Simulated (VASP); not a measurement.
# SnSe (I4/mmm) in VASP: notebook, part 2 of 2

VASP 6.6.1. The steps go on from the part before.

## (3) Single point, PBE (strained)

INCAR

```
SYSTEM = SnSe
PREC = Accurate
ENCUT = 520
EDIFF = 1E-6
ISMEAR = 0
SIGMA = 0.05
LREAL = .False.
LASPH = .True.
NELM = 80
ALGO = Normal
ISIF = 2
LWAVE = .False.
LCHARG = .False.
GGA = PE
NBANDS = 17
```

KPOINTS

```
Automatic mesh
0
Gamma
  10 10 10
  0 0 0
```

POSCAR

```
SnSe
1.0
    0.0000000000      3.1167647000      3.1167647000
    3.0264647000      0.0000000000      3.1167647000
    3.0264647000      3.1167647000      0.0000000000
Sn Se
1 1
Direct
    0.0000000000      0.0000000000      0.0000000000
    0.5000000000      0.5000000000      0.5000000000
```

Potentials or basis: VASP PAW PBE potentials, release 64 (Sn_d, Se).

On the command line:

```sh
cat potpaw_PBE.64/Sn_d/POTCAR potpaw_PBE.64/Se/POTCAR > POTCAR
mpirun -np 1 vasp_std > vasp.out
```

OUTCAR:

```text
SYSTEM = SnSe
   PREC = Accurate
   ENCUT = 520
   EDIFF = 1E-6
   ISMEAR = 0
   LREAL = .False.
   LASPH = .True.
   NELM = 80
   ISIF = 2
   GGA = PE

 ion  position               nearest neighbor table
   1  0.000  0.000  0.000-   2 3.03   2 3.03   2 3.12   2 3.12   2 3.12   2 3.12
   2  0.500  0.500  0.500-   1 3.03   1 3.03   1 3.12   1 3.12   1 3.12   1 3.12

  LATTYP: Found a body centered tetragonal cell.
 ALAT       =     4.4077709095
 C/A-ratio  =     1.3732404711

  Lattice vectors:

 A1 = (  -3.0264647000,   0.0000000000,  -3.1167647000)
 A2 = (  -3.0264647000,   0.0000000000,   3.1167647000)
 A3 = (   3.0264647000,   3.1167647000,   0.0000000000)

Analysis of symmetry for initial positions (statically):
=====================================================================
 Subroutine PRICEL returns:
 Original cell was already a primitive cell.

 Routine SETGRP: Setting up the symmetry group for a
 body centered tetragonal supercell.

 Subroutine GETGRP returns: Found 16 space group operations
 (whereof 16 operations were pure point group operations)
 out of a pool of 16 trial point group operations.

The static configuration has the point symmetry D_4h.

Analysis of symmetry for dynamics (positions and initial velocities):
=====================================================================
 Subroutine PRICEL returns:
 Original cell was already a primitive cell.

 Routine SETGRP: Setting up the symmetry group for a
 body centered tetragonal supercell.

 Subroutine GETGRP returns: Found 16 space group operations
 (whereof 16 operations were pure point group operations)
 out of a pool of 16 trial point group operations.

The dynamic configuration has the point symmetry D_4h.

 Subroutine INISYM returns: Found 16 space group operations
 (whereof 16 operations are pure point group operations),
 and found     1 'primitive' translations

----------------------------------------------------------------------------------------

[... 107 lines left out ...]
   ISMEAR =     0;   SIGMA  =   0.05  broadening in eV -4-tet -1-fermi 0-gaus
   EFERMI_NEDOS =   21; number of points for ismear=-14 and -15
   IALGO  =     38    algorithm
   IMIX   =      4    mixing-type and parameters
     AMIX     =   0.40;   BMIX     =  1.00
     AMIX_MAG =   1.60;   BMIX_MAG =  1.00
  volume/ion in A,a.u.               =      29.40       198.40
  Fermi-wavevector in a.u.,A,eV,Ry     =   1.142774  2.159529 17.768284  1.305932
  Thomas-Fermi vector in A             =   2.279471
   LORBIT       =      0    0 simple, 1 ext, 2 COOP (PROOUT), +10 PAW based schemes
   GGA     = PE    functional components
   LHFCALC =     F    Hartree Fock is set to
   AEXX    =    0.0000 exact exchange contribution
   IVDW    =     0    specifies the selected vdW correction
   LEPSILON=     F    determine dielectric tensor
   LRPA    =     F    only Hartree local field effects (RPA)
 non-spin polarized calculation
 Gauss-broadening in eV      SIGMA  =   0.05
  energy-cutoff  :      520.00
  volume of cell :       58.80
 maximum number of plane-waves:      1612
 NGX is ok and might be reduce to    36
   NGX = 17   NGY = 17   NGZ = 17

 number of electron      19.9999998 magnetization

 Free energy of the ion-electron system (eV)
  ---------------------------------------------------
  ext. energy  EPLUGINS =         0.00000000
  ---------------------------------------------------
  free energy    TOTEN  =        -8.18381724 eV

  energy without entropy =       -8.18381721  energy(sigma->0) =       -8.18381723

 E-fermi :   4.9763     XC(G=0):  -9.2579

 val. band max:        4.8279382960   @ k =   0.5000   0.0000   0.0000
 cond. band min:       5.1246762201   @ k =   0.5000   0.0000   0.0000
 fundamental gap:      0.2967379241
 Fermi energy:         4.9763108694

 k-point     1 :       0.0000    0.0000    0.0000
  band No.  band energies     occupation
      1     -16.8588      2.00000
      2     -16.8545      2.00000
      3     -16.8472      2.00000
      4     -16.8472      2.00000
      5     -16.8384      2.00000
      6      -8.5972      2.00000
[... 457 lines left out ...]
      4     -16.8383      2.00000
      5     -16.8361      2.00000
      6      -7.8443      2.00000
[... 9 lines left out ...]
     16      15.2281      0.00000
     17      15.8554      0.00000

 [... further k-points ...]
[... 5 lines left out ...]
  --------------------------------------------------------------------------------------
  -------------------------------------------------------------------------------------
  Total       -0.1868521     -1.1642414     -1.1642414      0.0000000      0.0000000     -0.0000000
  in kB       -5.0913737    -31.7234176    -31.7234176      0.0000000      0.0000000     -0.0000000
  external PRESSURE =     -22.8460696 kB  Pullay stress =       0.0000000 kB

 VOLUME and BASIS-vectors are now :
 -----------------------------------------------------------------------------
  energy-cutoff  :      520.00
  volume of cell :       58.80
      direct lattice vectors                 reciprocal lattice vectors
     0.000000000  3.116764700  3.116764700    -0.165209262  0.160422761  0.160422761
     3.026464700  0.000000000  3.116764700     0.165209262 -0.160422761  0.160422761
     3.026464700  3.116764700  0.000000000     0.165209262  0.160422761 -0.160422761

 POSITION                                       TOTAL-FORCE (eV/Angst)
 -----------------------------------------------------------------------------------
      0.00000      0.00000      0.00000         0.000000     -0.000000      0.000000
      3.02646      3.11676      3.11676         0.000000      0.000000     -0.000000
 -----------------------------------------------------------------------------------
    total drift:                                0.000000      0.000000      0.000000

  FREE ENERGIE OF THE ION-ELECTRON SYSTEM (eV)
  ---------------------------------------------------
  free  energy   TOTEN  =        -8.1838172425 eV

  energy  without entropy=       -8.1838172086  energy(sigma->0) =       -8.18381723
```

OSZICAR:

```text
N       E                     dE             d eps       ncg     rms          rms(c)
DAV:   1     0.133546721467E+03    0.13355E+03   -0.97787E+03  3495   0.140E+03
DAV:   2     0.473319051127E+01   -0.12881E+03   -0.12512E+03  3711   0.339E+02
DAV:   3    -0.807581110732E+01   -0.12809E+02   -0.12718E+02  4251   0.946E+01
DAV:   4    -0.841072288174E+01   -0.33491E+00   -0.33462E+00  4233   0.163E+01
DAV:   5    -0.842031857108E+01   -0.95957E-02   -0.95953E-02  5087   0.269E+00    0.281E+00
DAV:   6    -0.818146168458E+01    0.23886E+00   -0.62728E-01  4833   0.425E+00    0.160E+00
DAV:   7    -0.818137694541E+01    0.84739E-04   -0.95386E-02  3931   0.134E+00    0.871E-01
DAV:   8    -0.818400945377E+01   -0.26325E-02   -0.10879E-02  4181   0.887E-01    0.140E-01
DAV:   9    -0.818370006489E+01    0.30939E-03   -0.18612E-03  4699   0.309E-01    0.659E-02
DAV:  10    -0.818380757099E+01   -0.10751E-03   -0.24383E-04  4092   0.855E-02    0.151E-02
DAV:  11    -0.818381668553E+01   -0.91145E-05   -0.18702E-05  4574   0.355E-02    0.289E-03
DAV:  12    -0.818381724246E+01   -0.55693E-06   -0.15144E-06  4214   0.121E-02
   1 F= -.81838172E+01 E0= -.81838172E+01  d E =-.338357E-07
```

stdout:

```text
POSCAR found type information on POSCAR SnSe
 POSCAR found :  2 types and       2 ions
 scaLAPACK will be used
 LDA part: xc-table for (Slater+PW92), standard interpolation
 POSCAR, INCAR and KPOINTS ok, starting setup
 FFT: planning ... GRIDC
 FFT: planning ... GRID_SOFT
 FFT: planning ... GRID
 WAVECAR not read
 entering main loop
```

It took 38 s on 1 thread of Intel Xeon Platinum 8488C (Sapphire Rapids), shared host; peak memory 0.25 GiB.

Results:

```
Free energy            : -8.1838 eV
Pressure               : -2.3 GPa
Band gap on the k mesh : 0.30 eV
```

Caveat: the cell differs from its parent crystal (strained); semilocal functionals underestimate gaps, and a narrow one can read as zero; spin-orbit coupling is left out, which moves the levels of the heavy elements.
